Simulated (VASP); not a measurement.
Input of a VASP 6.6.1 run:

Contents of POSCAR:

```
CdS
1.0
    0.0000000000      2.7267765442      2.7267765442
    2.7267765442      0.0000000000      2.7267765442
    2.7267765442      2.7267765442      0.0000000000
Cd S
1 1
Direct
    0.0000000000      0.0000000000      0.0000000000
    0.5000000000      0.5000000000      0.5000000000
```

INCAR.step1

```
SYSTEM = CdS
ALGO = Normal
EDIFF = 1E-5
ENCUT = 400
GGA = PE
GGA_COMPAT = .False.
ISIF = 2
ISMEAR = 0
LASPH = .True.
LCHARG = .False.
LREAL = .False.
LWAVE = .True.
NBANDS = 16
NELM = 120
PREC = Accurate
SIGMA = 0.01
```

File INCAR.step2:

```
SYSTEM = CdS
ALGO = Normal
EDIFF = 1E-6
ENCUT = 400
GGA = PE
GGA_COMPAT = .False.
HFSCREEN = 0.2079
ISIF = 2
ISMEAR = 0
ISTART = 1
LASPH = .True.
LCHARG = .False.
LHFCALC = .True.
LREAL = .False.
LWAVE = .False.
NBANDS = 16
NELM = 120
PREC = Accurate
PRECFOCK = Normal
SIGMA = 0.01
```

KPOINTS

```
k-points
0
Gamma
  6 6 6
  0 0 0
```

Potentials or basis: VASP PAW PBE potentials, release 64 (Cd, S).

The run is started by

```console
$ cat potpaw_PBE.64/Cd/POTCAR potpaw_PBE.64/S/POTCAR > POTCAR
$ cp INCAR.step1 INCAR
$ mpirun -np 1 vasp_std > vasp.out
$ cp INCAR.step2 INCAR
$ mpirun -np 1 vasp_std > vasp.out
```

(1) Predict the pressure.

(2) Predict the band gap on the k mesh.

Answers

(1) -0.2 GPa.

(2) 1.22 eV (least direct gap 2.74 eV).

Caveat: the PAW data sets were made with another functional, which shifts forces and pressure a little.
